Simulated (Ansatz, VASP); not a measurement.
## NbTe in VASP and in Ansatz

The input INCAR:

```
PREC = Accurate ; ENCUT = 600
EDIFF = 1E-7 ; ISMEAR = 0
SIGMA = 0.1 ; LREAL = F
LASPH = T ; NELM = 150
ALGO = Fast ; ISIF = 3
LWAVE = F ; LCHARG = F
ISPIN = 2 ; MAGMOM = 0.53 0
LORBIT = 11 ; LMAXMIX = 4
GGA = PE ; IBRION = 2
NSW = 100 ; EDIFFG = -0.01
```

File KPOINTS:

```
regular mesh
0
Gamma
  16 16 16
```

POSCAR

```
NbTe
1.0
    3.4305665190      0.0000000000      0.0000000000
    0.0000000000      3.4305665190      0.0000000000
    0.0000000000      0.0000000000      3.4305665190
Nb Te
1 1
Direct
    0.5000000000      0.5000000000      0.5000000000
    0.0000000000      0.0000000000      0.0000000000
```

Input for Ansatz:

```yaml
crystal:
  lattice:
    - [3.430566519, 0.0, 0.0]
    - [0.0, 3.430566519, 0.0]
    - [0.0, 0.0, 3.430566519]
  atoms:
    - { symbol: Nb, position: [0.5, 0.5, 0.5], spin: 0.53 }
    - { symbol: Te, position: [0.0, 0.0, 0.0] }
basis:
  ecutwfc: 420
kpoints:
  mp_grid: { grid: [16, 16, 16] }
hamiltonian:
  xc: pbe
scf:
  occupations: { method: gaussian, width: 0.1 }
output:
  forces: true
  stress: true
  eigenvalues: true
  populations: true
  write_density: true
  write_potential: true
  elf: true
  volumetric_format: npy
magnetization:
  spin_polarized: true
relax:
  adjacent_minimum: "off"
  f_tol: 0.01
  max_steps: 80
  cell: { stress_tol: 0.05 }
```

Alike in both runs: task relaxation of cell and atoms; functional PBE; k mesh 16 × 16 × 16; occupations gaussian, width 0.1 eV; collinear spin.

|  | VASP | Ansatz |
| --- | --- | --- |
| version | VASP 6.6.1 | Ansatz 0.2.0 |
| potentials or method | VASP PAW PBE potentials, release 64 (Nb_sv, Te), cutoff 600 eV | scalar-relativistic, plane waves, PAW |
| valence electrons in the cell | 19 | 29 |

Ansatz gave:

- gap on the k mesh at the Fermi level, each at its own relaxed structure (eV): none
- net moment per atom (μB): 0.00
- relaxed volume (Å³/atom): 20.10
- relaxed cell length with the largest relative difference (Å): 3.426

Question: Estimate VASP's values.

Answer: gap on the k mesh at the Fermi level, each at its own relaxed structure (eV): none; net moment per atom (μB): 0.00; relaxed volume (Å³/atom): 20.07; relaxed cell length with the largest relative difference (Å): 3.424.

A gap of «none» marks a metal or a gap that the smearing closes. VASP's potentials hold 19 valence electrons a cell and Ansatz's 29, so a difference there can come from the potentials and not from the codes. Ansatz's warnings: seeded moment not kept.

Neither program's run includes spin-orbit coupling.
